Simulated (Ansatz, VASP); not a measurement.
# One calculation of Si7Ge, two programs

INCAR

```
PREC = Accurate
ENCUT = 520
EDIFF = 1E-6
ISMEAR = 0
SIGMA = 0.03
LREAL = False
LASPH = True
NELM = 60
ALGO = Normal
ISIF = 2
LWAVE = False
LCHARG = False
GGA = PS
NBANDS = 31
```

Contents of KPOINTS:

```
Automatic mesh
0
Gamma
  6 6 6
```

Contents of POSCAR:

```
Si7Ge
1.0
    5.4591768100      0.0000000000      0.0000000000
    0.0000000000      5.4591768100      0.0000000000
    0.0000000000      0.0000000000      5.4591768100
Si Ge
7 1
Direct
    0.2251763941      0.2251763941      0.2251763941
    0.0401978833      0.5073248731      0.5073248731
    0.5073248731      0.5073248731      0.0401978833
    0.5073248731      0.0401978833      0.5073248731
    0.7542027454      0.2936198239      0.7542027454
    0.7542027454      0.7542027454      0.2936198239
    0.2936198239      0.7542027454      0.7542027454
   -0.0317273257     -0.0317273257     -0.0317273257
```

Input for Ansatz:

```yaml
crystal:
  lattice:
    - [5.45917681, 0.0, 0.0]
    - [0.0, 5.45917681, 0.0]
    - [0.0, 0.0, 5.45917681]
  atoms:
    - { symbol: Si, position: [0.2251763941, 0.2251763941, 0.2251763941] }
    - { symbol: Si, position: [0.0401978833, 0.5073248731, 0.5073248731] }
    - { symbol: Si, position: [0.5073248731, 0.5073248731, 0.0401978833] }
    - { symbol: Si, position: [0.5073248731, 0.0401978833, 0.5073248731] }
    - { symbol: Si, position: [0.7542027454, 0.2936198239, 0.7542027454] }
    - { symbol: Si, position: [0.7542027454, 0.7542027454, 0.2936198239] }
    - { symbol: Si, position: [0.2936198239, 0.7542027454, 0.7542027454] }
    - { symbol: Ge, position: [-0.0317273257, -0.0317273257, -0.0317273257] }
basis:
  ecutwfc: 420
kpoints:
  mp_grid: { grid: [6, 6, 6] }
hamiltonian:
  xc: pbesol
scf:
  occupations: { method: gaussian, width: 0.03 }
output:
  forces: true
  stress: true
  eigenvalues: true
```

Change from the starting cell: mode 4 (110.9 1/cm) frozen in, largest displacement -0.300 Å.

Alike in both runs: task single point; functional PBEsol; k mesh 6 × 6 × 6; occupations gaussian, width 0.03 eV; no spin polarisation.

|  | VASP | Ansatz |
| --- | --- | --- |
| version | VASP 6.6.1 | Ansatz 0.2.0 |
| potentials or method | VASP PAW PBE potentials, release 64 (Si, Ge_d), cutoff 520 eV | scalar-relativistic, plane waves, PAW |
| valence electrons in the cell | 42 | 42 |

|  | VASP | Ansatz | Ansatz less VASP |
| --- | --- | --- | --- |
| gap on the k mesh at the Fermi level (eV) | 0.04 | 0.05 | +0.004 |
| least direct gap on the mesh (eV) | 0.06 | 0.06 | +0.003 |
| pressure (GPa) | -1.8 | -1.8 | -0.06 |
| traceless stress, the component that is largest in VASP (GPa) | 0.07 | 0.07 | -0.005 |
| rms of the force components (eV/Å) | 0.303 | 0.304 | +0.0002 |

VASP's potentials were made for PBE, not for PBEsol. Atom by atom the forces differ by 0.003 eV/Å (rms over components).
